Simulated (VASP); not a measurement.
Set up this calculation in VASP 6.6.1, as the native input.

- Task: electric field gradients
- Functional: PBE
- Potentials or basis: VASP PAW PBE potentials, release 64 (B, P)
- Cutoff: 520 eV
- k mesh: 15 × 15 × 15
- Occupations: fermi-dirac, width 0.05 eV
- Spin: no spin polarisation
- Dipole correction: no
- Further INCAR settings: ALGO = Normal; EDIFF = 1e-08; NBANDS = 11

The structure of BP lies in POSCAR:

```
BP
1.0
    0.0000000000      2.2690000000      2.2236200000
    2.2690000000      0.0000000000      2.2236200000
    2.2690000000      2.2690000000      0.0000000000
B P
1 1
Direct
    0.0000000000      0.0000000000      0.0000000000
    0.7500000000      0.7500000000      0.7500000000
```

This cell differs from its parent crystal: zz strain of -2 %.

The input as run:

INCAR

```
ALGO = Normal
EDIFF = 1E-8
ENCUT = 520
GGA = PE
ISIF = 2
ISMEAR = -1
LASPH = T
LCHARG = F
LEFG = T
LREAL = F
LWAVE = F
NBANDS = 11
NELM = 60
PREC = Accurate
SIGMA = 0.05
```

KPOINTS

```
k-points
0
Gamma
  15 15 15
```

Potentials or basis: VASP PAW PBE potentials, release 64 (B, P).

The run is started by

```bash
$ cat potpaw_PBE.64/B/POTCAR potpaw_PBE.64/P/POTCAR > POTCAR
$ mpirun -np 1 vasp_std > vasp.out
```

Results of the run:

| Item | Value |
| --- | --- |
| Pressure | 4.4 GPa |
| Band gap on the k mesh | 0.91 eV, indirect (least direct gap 3.23 eV) |

Caveat: the cell differs from its parent crystal (zz strain of -2 %); without QUAD_EFG the Cq values of the log hold for a quadrupole moment of 1 mb, not for the nuclei.

Wall time 32 s on 1 thread of Intel Xeon 6975P-C (shared host), peak memory 0.19 GiB.
